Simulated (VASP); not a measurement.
# Cu2Ru (P4/nmm) in VASP: single point with PBE

Aim: the single point of Cu2Ru with PBE.

Program: VASP 6.6.1. These are calculated values, not measurements. Logs are shortened: lines on timing, memory, paths and dates and some standing lists are left out, and cuts for length are marked.

### 1 The cell of the first run

The structure is tetragonal, space group P4/nmm (No. 129). Conventional cell: a = 3.602 Å, b = 3.602 Å, c = 5.495 Å, α = 90.00°, β = 90.00°, γ = 90.00°. Cu (site symmetry -4m2) has 8 Cu at 2.33 to 2.55 Å and 4 Ru at 2.44 Å within 3.1 Å. Cu (site symmetry 4mm) has 4 Cu at 2.33 Å and 6 Ru at 2.36 to 3.13 Å within 3.2 Å. Ru (site symmetry 4mm) has 10 Cu at 2.36 to 3.13 Å within 3.2 Å.

### 2 Single point, PBE

Input file INCAR:

```
SYSTEM = Cu2Ru
PREC = Accurate
ENCUT = 600
EDIFF = 1E-6
ISMEAR = 0
SIGMA = 0.1
LREAL = .False.
LASPH = .True.
NELM = 120
ALGO = Normal
ISIF = 2
LWAVE = .False.
LCHARG = .False.
GGA = PE
NBANDS = 45
GGA_COMPAT = .False.
```

Input file KPOINTS:

```
Automatic mesh
0
Gamma
  6 6 4
  0 0 0
```

Input file POSCAR:

```
Cu2Ru
1.0
    3.6015198202      0.0000000000      0.0000000000
    0.0000000000      3.6015198202      0.0000000000
    0.0000000000      0.0000000000      5.4952047156
Cu Ru
4 2
Direct
    0.0000000000      0.0000000000      0.0000000000
    0.5000000000      0.5000000000      0.0000000000
    0.0000000000      0.5000000000      0.2700000000
    0.5000000000      0.0000000000      0.7300000000
    0.0000000000      0.5000000000      0.7000000000
    0.5000000000      0.0000000000      0.3000000000
```

Potentials or basis: VASP PAW PBE potentials, release 64 (Cu, Ru_pv).

The run is started by

```
$ cat potpaw_PBE.64/Cu/POTCAR potpaw_PBE.64/Ru_pv/POTCAR > POTCAR
$ mpirun -np 1 vasp_std > vasp.out
```

OUTCAR:

```text
SYSTEM = Cu2Ru
   PREC = Accurate
   ENCUT = 600
   EDIFF = 1E-6
   ISMEAR = 0
   LREAL = .False.
   LASPH = .True.
   NELM = 120
   ISIF = 2
   GGA = PE

 ion  position               nearest neighbor table
   1  0.000  0.000  0.000-   3 2.33   4 2.33   3 2.33   4 2.33   5 2.44   5 2.44   6 2.44   6 2.44
                             2 2.55   2 2.55   2 2.55   2 2.55
   2  0.500  0.500  0.000-   3 2.33   4 2.33   4 2.33   3 2.33   5 2.44   6 2.44   6 2.44   5 2.44
                             1 2.55   1 2.55   1 2.55   1 2.55
   3  0.000  0.500  0.270-   1 2.33   2 2.33   1 2.33   2 2.33   5 2.36   6 2.55   6 2.55   6 2.55
                             6 2.55
   4  0.500  0.000  0.730-   1 2.33   2 2.33   2 2.33   1 2.33   6 2.36   5 2.55   5 2.55   5 2.55
                             5 2.55
   5  0.000  0.500  0.700-   3 2.36   2 2.44   1 2.44   1 2.44   2 2.44   4 2.55   4 2.55   4 2.55
                             4 2.55   6 3.36   6 3.36   6 3.36   6 3.36
   6  0.500  0.000  0.300-   4 2.36   2 2.44   1 2.44   2 2.44   1 2.44   3 2.55   3 2.55   3 2.55
                             3 2.55   5 3.36   5 3.36   5 3.36   5 3.36

  LATTYP: Found a simple tetragonal cell.
 ALAT       =     3.6015198202
 C/A-ratio  =     1.5258016032

  Lattice vectors:

 A1 = (   3.6015198202,   0.0000000000,   0.0000000000)
 A2 = (   0.0000000000,   3.6015198202,   0.0000000000)
 A3 = (   0.0000000000,   0.0000000000,   5.4952047156)

Analysis of symmetry for initial positions (statically):
=====================================================================
 Subroutine PRICEL returns:
 Original cell was already a primitive cell.

 Routine SETGRP: Setting up the symmetry group for a
 simple tetragonal supercell.

 Subroutine GETGRP returns: Found 16 space group operations
 (whereof  8 operations were pure point group operations)
 out of a pool of 16 trial point group operations.

The static configuration has the point symmetry D_2d.
 The point group associated with its full space group is D_4h.

Analysis of symmetry for dynamics (positions and initial velocities):
=====================================================================
 Subroutine PRICEL returns:
 Original cell was already a primitive cell.

 Routine SETGRP: Setting up the symmetry group for a
 simple tetragonal supercell.

 Subroutine GETGRP returns: Found 16 space group operations
 (whereof  8 operations were pure point group operations)
 out of a pool of 16 trial point group operations.

The dynamic configuration has the point symmetry D_2d.
 The point group associated with its full space group is D_4h.

 Subroutine INISYM returns: Found 16 space group operations
 (whereof  8 operations are pure point group operations),
 and found     1 'primitive' translations

----------------------------------------------------------------------------------------

                                     Primitive cell

  volume of cell :      71.2780

  direct lattice vectors                    reciprocal lattice vectors
     3.601519820  0.000000000  0.000000000     0.277660557  0.000000000  0.000000000
     0.000000000  3.601519820  0.000000000     0.000000000  0.277660557  0.000000000
     0.000000000  0.000000000  5.495204716     0.000000000  0.000000000  0.181976842

  length of vectors
     3.601519820  3.601519820  5.495204716     0.277660557  0.277660557  0.181976842

  position of ions in fractional coordinates (direct lattice)
     0.000000000  0.000000000  0.000000000
     0.500000000  0.500000000  0.000000000
     0.000000000  0.500000000  0.270000000
     0.500000000  0.000000000  0.730000000
     0.000000000  0.500000000  0.700000000
     0.500000000  0.000000000  0.300000000

  ion indices of the primitive-cell ions
   primitive index   ion index
                 1           1
                 2           2
                 3           3
                 4           4
                 5           5
                 6           6

----------------------------------------------------------------------------------------

 KPOINTS: Automatic mesh

Automatic generation of k-mesh.
 Grid dimensions read from file:
 generate k-points for:    6    6    4

 Generating k-lattice:

  Cartesian coordinates                     Fractional coordinates (reciprocal lattice)
     0.046276760  0.000000000  0.000000000     0.166666667  0.000000000  0.000000000
     0.000000000  0.046276760  0.000000000     0.000000000  0.166666667  0.000000000
     0.000000000  0.000000000  0.045494210     0.000000000  0.000000000  0.250000000

  Length of vectors
     0.046276760  0.046276760  0.045494210

  Shift w.r.t. Gamma in fractional coordinates (k-lattice)
     0.000000000  0.000000000  0.000000000

 Subroutine IBZKPT returns following result:
 ===========================================

 Found     30 irreducible k-points:

 Following reciprocal coordinates:
            Coordinates               Weight
  0.000000  0.000000  0.000000      1.000000
  0.166667  0.000000  0.000000      4.000000
  0.333333  0.000000  0.000000      4.000000
  0.500000  0.000000  0.000000      2.000000
  0.166667  0.166667  0.000000      4.000000
  0.333333  0.166667  0.000000      8.000000
[... 16 lines left out ...]
  0.333333  0.000000  0.500000      4.000000
  0.500000  0.000000  0.500000      2.000000
 [... further k-points ...]
   k-points           NKPTS =     30   k-points in BZ     NKDIM =     30   number of bands    NBANDS=     45
   number of dos      NEDOS =    301   number of ions     NIONS =      6
   total plane-waves  NPLWV =  43200
   dimension x,y,z NGX =    30 NGY =   30 NGZ =   48
   dimension x,y,z NGXF=    60 NGYF=   60 NGZF=   96
   ions per type =               4   2
   NGX,Y,Z   is equivalent  to a cutoff of  13.85, 13.85, 14.52 a.u.
   NGXF,Y,Z  is equivalent  to a cutoff of  27.70, 27.70, 29.04 a.u.
 SYSTEM =  Cu2Ru
   PREC   = accura    normal or accurate (medium, high low for compatibility)
   ISTART =      0    job   : 0-new  1-cont  2-samecut
   ICHARG =      2    charge: 1-file 2-atom 10-const
   ISPIN  =      1    spin polarized calculation?
   LNONCOLLINEAR =      F non collinear calculations
   LSORBIT =      F    spin-orbit coupling
   LASPH  =      T    aspherical Exc in radial PAW
   ENCUT  =  600.0 eV  44.10 Ry    6.64 a.u.   7.19  7.19 10.98*2*pi/ulx,y,z
   NELM   =    120;   NELMIN=  2; NELMDL= -5     # of ELM steps
   EDIFF  = 0.1E-05   stopping-criterion for ELM
   LREAL  =      F    real-space projection
   EDIFFG = 0.1E-04   stopping-criterion for IOM
   NSW    =      0    number of steps for IOM
   IBRION =     -1    ionic relax: 0-MD 1-quasi-New 2-CG
   NFREE  =      0    steps in history (QN), initial steepest desc. (CG)
   ISIF   =      2    stress and relaxation
   ISYM   =      2    0-nonsym 1-usesym 2-fastsym
   POTIM  = 0.5000    time-step for ionic-motion
   TEBEG  =    0.0;   TEEND  =   0.0 temperature during run
   PSTRESS=    0.0 pullay stress
   NELECT =      72.0000    total number of electrons
   NUPDOWN=      -1.0000    fix difference up-down
   EMIN   =  10.00;   EMAX   =-10.00  energy-range for DOS
   EFERMI =   0.00;   METHOD = LEGACY
   ISMEAR =     0;   SIGMA  =   0.10  broadening in eV -4-tet -1-fermi 0-gaus
   EFERMI_NEDOS =   21; number of points for ismear=-14 and -15
   IALGO  =     38    algorithm
   IMIX   =      4    mixing-type and parameters
     AMIX     =   0.40;   BMIX     =  1.00
     AMIX_MAG =   1.60;   BMIX_MAG =  1.00
  volume/ion in A,a.u.               =      11.88        80.17
  Fermi-wavevector in a.u.,A,eV,Ry     =   1.642608  3.104078 36.710692  2.698160
  Thomas-Fermi vector in A             =   2.732882
   LORBIT       =      0    0 simple, 1 ext, 2 COOP (PROOUT), +10 PAW based schemes
   GGA     = PE    functional components
   LHFCALC =     F    Hartree Fock is set to
   AEXX    =    0.0000 exact exchange contribution
   IVDW    =     0    specifies the selected vdW correction
   LEPSILON=     F    determine dielectric tensor
   LRPA    =     F    only Hartree local field effects (RPA)
 non-spin polarized calculation
 Gauss-broadening in eV      SIGMA  =   0.10
  energy-cutoff  :      600.00
  volume of cell :       71.28
 maximum number of plane-waves:      2432
 NGX is ok and might be reduce to    30
   NGX = 15   NGY = 15   NGZ = 21

 number of electron      71.9999956 magnetization

 Free energy of the ion-electron system (eV)
  ---------------------------------------------------
  ext. energy  EPLUGINS =         0.00000000
  ---------------------------------------------------
  free energy    TOTEN  =       -28.60836366 eV

  energy without entropy =      -28.56289014  energy(sigma->0) =      -28.58562690

 E-fermi :   9.9257     XC(G=0): -13.4320

 val. band max:        9.9256271114   @ k =   0.3333   0.0000   0.5000
 cond. band min:       9.9360891218   @ k =   0.5000   0.1667   0.0000
 fundamental gap:      0.0104620104
 Fermi energy:         9.9256759561

 k-point     1 :       0.0000    0.0000    0.0000
  band No.  band energies     occupation
      1     -32.5016      2.00000
      2     -32.4574      2.00000
      3     -32.4218      2.00000
      4     -32.4218      2.00000
      5     -32.3987      2.00000
      6     -32.3987      2.00000
[... 37 lines left out ...]
     44      18.7028      0.00000
     45      19.0179      0.00000

 k-point     2 :       0.1667    0.0000    0.0000
  band No.  band energies     occupation
      1     -32.4989      2.00000
      2     -32.4623      2.00000
      3     -32.4243      2.00000
      4     -32.4202      2.00000
      5     -32.4060      2.00000
      6     -32.4002      2.00000
[... 37 lines left out ...]
     44      19.1893      0.00000
     45      19.3851      0.00000

 k-point     3 :       0.3333    0.0000    0.0000
  band No.  band energies     occupation
      1     -32.4923      2.00000
      2     -32.4734      2.00000
      3     -32.4290      2.00000
      4     -32.4208      2.00000
      5     -32.4159      2.00000
      6     -32.4044      2.00000
[... 997 lines left out ...]
     44      19.4226      0.00000
     45      19.5528      0.00000

 k-point    24 :       0.5000    0.0000    0.5000
  band No.  band energies     occupation
      1     -32.4869      2.00000
      2     -32.4869      2.00000
      3     -32.4274      2.00000
      4     -32.4274      2.00000
      5     -32.4101      2.00000
      6     -32.4101      2.00000
[... 37 lines left out ...]
     44      18.7451      0.00000
     45      19.6661      0.00000

 [... further k-points ...]

------------------------ aborting loop because EDIFF is reached ----------------------------------------

  FORCE on cell =-STRESS in cart. coord.  units (eV):
  Direction    XX          YY          ZZ          XY          YZ          ZX
  --------------------------------------------------------------------------------------
  -------------------------------------------------------------------------------------
  Total       11.7023498     11.7023498     17.4503252      0.0000000      0.0000000      0.0000000
  in kB      263.0438560    263.0438560    392.2460804      0.0000000      0.0000000      0.0000000
  external PRESSURE =     306.1112641 kB  Pullay stress =       0.0000000 kB

 VOLUME and BASIS-vectors are now :
 -----------------------------------------------------------------------------
  energy-cutoff  :      600.00
  volume of cell :       71.28
      direct lattice vectors                 reciprocal lattice vectors
     3.601519820  0.000000000  0.000000000     0.277660557  0.000000000  0.000000000
     0.000000000  3.601519820  0.000000000     0.000000000  0.277660557  0.000000000
     0.000000000  0.000000000  5.495204716     0.000000000  0.000000000  0.181976842

 POSITION                                       TOTAL-FORCE (eV/Angst)
 -----------------------------------------------------------------------------------
      0.00000      0.00000      0.00000        -0.000000     -0.000000      0.000000
      1.80076      1.80076      0.00000         0.000000      0.000000      0.000000
      0.00000      1.80076      1.48371        -0.000000      0.000000      1.029228
      1.80076      0.00000      4.01150        -0.000000      0.000000     -1.029228
      0.00000      1.80076      3.84664        -0.000000      0.000000     -2.342923
      1.80076      0.00000      1.64856        -0.000000      0.000000      2.342923
 -----------------------------------------------------------------------------------
    total drift:                                0.000000      0.000000     -0.000000

  FREE ENERGIE OF THE ION-ELECTRON SYSTEM (eV)
  ---------------------------------------------------
  free  energy   TOTEN  =       -28.6083636574 eV

  energy  without entropy=      -28.5628901376  energy(sigma->0) =      -28.58562690
```

Wall time 3.2 min (1 thread of Oxide Virtual Turin-like, shared host); peak memory 0.21 GiB.

What came out:

| Item | Value |
| --- | --- |
| Free energy | -28.6084 eV |
| Pressure | 30.6 GPa |
| Largest force | 2.343 eV/Å |
| Band gap on the k mesh | zero (bands 36 and 37 overlap by 0.40 eV) |

Forces on the atoms (eV/Å):
```
Cu   0.000  0.000  0.000
Cu   0.000  0.000  0.000
Cu   0.000  0.000  1.029
Cu   0.000  0.000 -1.029
Ru   0.000  0.000 -2.343
Ru   0.000  0.000  2.343
```

Stress tensor (GPa, compression positive):
```
26.30  0.00  0.00
 0.00 26.30  0.00
 0.00  0.00 39.22
```

Levels at points of the mesh, in eV from the Fermi level:
```
           k point  band 32  band 33  band 34  band 35  band 36  band 37  band 38  band 39  band 40  band 41
(0.00, 0.00, 0.00)    -0.49    -0.49     0.25     0.25     0.27     0.43     0.58     0.67     2.41     2.41
(0.50, 0.00, 0.00)    -1.60    -1.26    -1.26    -0.14    -0.14    -0.13    -0.13     2.37     2.37     4.12
(0.50, 0.50, 0.00)    -1.01    -0.66    -0.66    -0.02    -0.02     0.16     0.16     0.91     0.91     3.21
(0.00, 0.00, 0.50)    -0.76    -0.76    -0.73    -0.43     0.15     0.38     0.65     3.00     5.18     5.18
(0.50, 0.00, 0.50)    -1.59    -1.41    -1.41    -0.11    -0.11    -0.10    -0.10     0.89     0.89     8.16
(0.50, 0.50, 0.50)    -1.25    -0.59    -0.59    -0.31    -0.31    -0.06    -0.06     1.94     1.94     2.53
```

Caveat: the stress differs along the axes, from 26 to 39 GPa; forces of over 1 eV/Å act on the atoms, so gaps and moduli don't describe the material at rest.
